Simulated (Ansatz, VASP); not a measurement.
One calculation of BaWF3, two programs

Contents of INCAR:

```
ALGO     = Normal         # electronic algorithm
EDIFF    = 1E-6           # SCF threshold, eV
EDIFFG   = -0.04          # ionic threshold
ENCUT    = 600            # plane-wave cutoff, eV
GGA      = PE             # functional
IBRION   = 2              # ionic algorithm
ISIF     = 3              # what is computed and relaxed
ISMEAR   = 0              # smearing method
LASPH    = T              # aspherical terms in the spheres
LCHARG   = F              # write CHGCAR
LREAL    = F              # projectors in reciprocal space
LWAVE    = F              # write WAVECAR
NELM     = 100            # most SCF steps
NSW      = 90             # ionic steps
PREC     = Accurate       # precision mode
SIGMA    = 0.1            # smearing width, eV
```

KPOINTS

```
k-points
0
Gamma
  4 4 4
```

Contents of POSCAR:

```
BaWF3
1.0
    4.1791533400      0.0000000000      0.0000000000
    0.0000000000      4.1791533400      0.0000000000
    0.0000000000      0.0000000000      4.1791533400
Ba W F
1 1 3
Direct
    0.5000000000      0.5000000000      0.5000000000
    0.0000000000      0.0000000000      0.0000000000
    0.5000000000      0.0000000000      0.0000000000
    0.0000000000      0.5000000000      0.0000000000
    0.0000000000      0.0000000000      0.5000000000
```

Input for Ansatz:

```yaml
crystal:
  lattice:
    - [4.17915334, 0.0, 0.0]
    - [0.0, 4.17915334, 0.0]
    - [0.0, 0.0, 4.17915334]
  atoms:
    - { symbol: Ba, position: [0.5, 0.5, 0.5] }
    - { symbol: W, position: [0.0, 0.0, 0.0] }
    - { symbol: F, position: [0.5, 0.0, 0.0] }
    - { symbol: F, position: [0.0, 0.5, 0.0] }
    - { symbol: F, position: [0.0, 0.0, 0.5] }
basis:
  ecutwfc: 420
kpoints:
  mp_grid: { grid: [4, 4, 4] }
hamiltonian:
  xc: pbe
scf:
  occupations: { method: gaussian, width: 0.1 }
  lower_state_search: "off"
output:
  forces: true
  stress: true
  eigenvalues: true
relax:
  adjacent_minimum: "off"
  f_tol: 0.04
  max_steps: 70
  cell: { stress_tol: 0.4 }
```

Alike in both runs: task relaxation of cell and atoms; functional PBE; k mesh 4 × 4 × 4; occupations gaussian, width 0.1 eV; no spin polarisation.

|  | VASP | Ansatz |
| --- | --- | --- |
| version | VASP 6.6.1 | Ansatz 0.2.0 |
| potentials or method | VASP PAW PBE potentials, release 64 (Ba_sv, W_sv, F), cutoff 600 eV | scalar-relativistic, plane waves, PAW |
| valence electrons in the cell | 45 | 45 |

VASP gave:

```
gap on the k mesh at the Fermi level, each at its own relaxed structure (eV) : none
relaxed volume (Å³/atom)                                                     : 17.08
relaxed cell length with the largest relative difference (Å)                 : 4.404
```

Task: Estimate Ansatz's values.

Result: gap on the k mesh at the Fermi level, each at its own relaxed structure (eV): none; relaxed volume (Å³/atom): 16.81; relaxed cell length with the largest relative difference (Å): 4.380.

A gap of «none» marks a metal or a gap that the smearing closes.

The k mesh is coarse, so the values compare programs but aren't converged. Spin-orbit coupling is off throughout. Noted on VASP's run: the volume moved by over 15 % at a fixed basis, so the end points are rough.
